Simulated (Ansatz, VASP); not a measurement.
## CsPbCl3: VASP beside Ansatz

```
CELL_PARAMETERS angstrom
5.61865 0.00000 0.00000
0.00000 5.61865 0.00000
0.00000 0.00000 5.61865
ATOMIC_POSITIONS crystal
Cs 0.50000 0.50000 0.50000
Pb 0.00000 0.00000 0.00000
Cl 0.50000 0.00000 0.00000
Cl 0.00000 0.50000 0.00000
Cl 0.00000 0.00000 0.50000
```

Alike in both runs: functional PBEsol; k mesh 6 × 6 × 6; no spin polarisation.

Ansatz relaxed the structure, and its values are those at the end. VASP's run is a single point on that final structure, the one shown.

```csv
,VASP,Ansatz
version,VASP 6.6.1,Ansatz 0.2.0
potentials or method,"VASP PAW PBE potentials, release 64 (Cs_sv, Pb_d, Cl)","scalar-relativistic, plane waves, PAW"
plane-wave cutoff (eV),520,420
occupations,"gaussian, width 0.01 eV",fixed
valence electrons in the cell,44,44
```

```tsv
	VASP	Ansatz	Ansatz less VASP
gap on the k mesh at the Fermi level (eV)	1.84	1.83	-0.007
least direct gap on the mesh (eV)	1.84	1.83	-0.007
pressure (GPa)	0.0	0.0	+0.03
```

VASP's potentials were made for PBE, not for PBEsol.

Neither program's run includes spin-orbit coupling.
